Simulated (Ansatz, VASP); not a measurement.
# Two plane-wave programs on BP

POSCAR

```
BP
1.0
    0.0000000000      2.3481603960      2.3481603960
    2.3481603960      0.0000000000      2.3481603960
    2.3481603960      2.3481603960      0.0000000000
B P
1 1
Direct
    0.0000000000      0.0000000000      0.0000000000
    0.2500000000      0.2500000000      0.2500000000
```

Contents of INCAR.step1:

```
ALGO = Normal
EDIFF = 1E-5
ENCUT = 520
GGA = PE
ISIF = 2
ISMEAR = 0
LASPH = T
LCHARG = F
LREAL = F
LWAVE = T
NBANDS = 11
NELM = 80
PREC = Accurate
SIGMA = 0.01
```

INCAR.step2

```
ALGO = Normal
EDIFF = 1E-7
ENCUT = 520
GGA = PE
HFSCREEN = 0.2079
ISIF = 2
ISMEAR = 0
ISTART = 1
LASPH = T
LCHARG = F
LHFCALC = T
LREAL = F
LWAVE = F
NBANDS = 11
NELM = 80
PREC = Accurate
PRECFOCK = Normal
SIGMA = 0.01
```

The input KPOINTS:

```
k-points
0
Gamma
  6 6 6
```

Input for Ansatz:

```yaml
crystal:
  lattice:
    - [0.0, 2.348160396, 2.348160396]
    - [2.348160396, 0.0, 2.348160396]
    - [2.348160396, 2.348160396, 0.0]
  atoms:
    - { symbol: B, position: [0.0, 0.0, 0.0] }
    - { symbol: P, position: [0.25, 0.25, 0.25] }
kpoints:
  mp_grid: { grid: [6, 6, 6] }
  band_path:
    path:
      - [0.0, 0.0, 0.0]
      - [-0.5, -0.5, 0.0]
      - [-0.375, -0.375, 0.25]
      - [-0.375, 0.0, 0.375]
      - [0.0, 0.0, 0.5]
      - [-0.5, -0.25, 0.25]
      - [0.0, 0.4, 0.4]
    npoints: 1
hamiltonian:
  xc: hse06
scf:
  occupations: { method: fixed }
  n_extra_bands: 4
output:
  forces: true
  stress: true
  eigenvalues: true
```

Change from the starting cell: hydrostatic strain +3.5%.

Alike in both runs: task single point; functional HSE06; k mesh 6 × 6 × 6; no spin polarisation.

|  | VASP | Ansatz |
| --- | --- | --- |
| version | VASP 6.6.1 | Ansatz 0.2.0 |
| potentials or method | VASP PAW PBE potentials, release 64 (B, P) | plane waves, PAW |
| plane-wave cutoff (eV) | 520 | 420 |
| occupations | gaussian, width 0.01 eV | fixed |
| valence electrons in the cell | 8 | 8 |

```tsv
	VASP	Ansatz	Ansatz less VASP
gap on the k mesh at the Fermi level (eV)	2.22	2.22	+0.003
pressure (GPa)	-16.2	-15.8	+0.40
```

Ansatz's warnings: stress exchange threshold loose, stress scf threshold loose.
